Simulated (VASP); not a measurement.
TiC: single point with PBEsol

TiC:

```
Ti C
1.0
     0.04057    2.16400    2.16400
     2.16400    0.04057    2.16400
     2.20458    2.20458    0.00000
Ti C
1 1
Direct
  0.00000 0.00000 0.00000
  0.50000 0.50000 0.50000
```

This cell differs from its parent crystal: strain +0.0375 x Voigt [0, 0, 0, 0, 0, 1].

```json
{
 "Program": "VASP 6.6.1",
 "Task": "single point",
 "Functional": "PBEsol",
 "Potentials or basis": "VASP PAW PBE potentials, release 64 (Ti_sv, C)",
 "Cutoff": "520 eV",
 "k mesh": "18 × 18 × 18",
 "Occupations": "gaussian, width 0.15 eV",
 "Spin": "no spin polarisation"
}
```

| Item | Value |
| --- | --- |
| Pressure | -5.8 GPa |
| Band gap on the k mesh | zero (bands 8 and 9 overlap by 1.24 eV) |

Stress tensor (GPa, compression positive):
```
-5.80 -6.27  0.00
-6.27 -5.80  0.00
 0.00  0.00 -5.85
```

Levels at points of the mesh, in eV from the Fermi level:
```
           k point  band 6  band 7  band 8  band 9  band 10  band 11
(0.00, 0.00, 0.00)    0.48    0.63    0.84    1.54     1.69     1.73
(0.50, 0.00, 0.00)   -5.89   -3.14   -2.89    2.87     3.03     4.22
(0.50, 0.50, 0.00)   -3.46   -1.69   -0.28    0.23     2.74     3.52
(0.00, 0.00, 0.50)   -5.90   -2.93   -2.66    2.74     2.97     4.05
(0.50, 0.00, 0.50)   -3.46   -1.69   -0.03   -0.03     2.72     3.52
```

It took 100 s on 1 thread of AMD EPYC 9R45 96-Core Processor (Zen 5), with other jobs on the host, peak memory 0.33 GiB.

Caveat: the cell differs from its parent crystal (strain +0.0375 x Voigt [0, 0, 0, 0, 0, 1]); the cell stands under tension; the PAW data sets were made with another functional, which shifts forces and pressure a little.
